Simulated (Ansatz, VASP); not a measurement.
**TiN in VASP and in Ansatz**

```
CELL_PARAMETERS angstrom
0.00000 2.12337 2.12337
2.12337 0.00000 2.12337
2.12337 2.12337 0.00000
ATOMIC_POSITIONS crystal
Ti 0.00000 0.00000 0.00000
N 0.50000 0.50000 0.50000
```

Alike in both runs: functional PBE; k mesh 18 × 18 × 18; occupations gaussian, width 0.1 eV; no spin polarisation.

Ansatz relaxed the structure, and its values are those at the end. VASP's run is a single point on that final structure, the one shown.

```csv
,VASP,Ansatz
version,VASP 6.6.1,Ansatz 0.2.0
potentials or method,"VASP PAW PBE potentials, release 64 (Ti_sv, N)","plane waves, PAW"
plane-wave cutoff (eV),520,420
valence electrons in the cell,17,17
```

VASP gave:

| Item | Value |
| --- | --- |
| pressure (GPa) | 0.5 |

What did Ansatz give for the same quantities?

Pressure (GPa): 0.0.
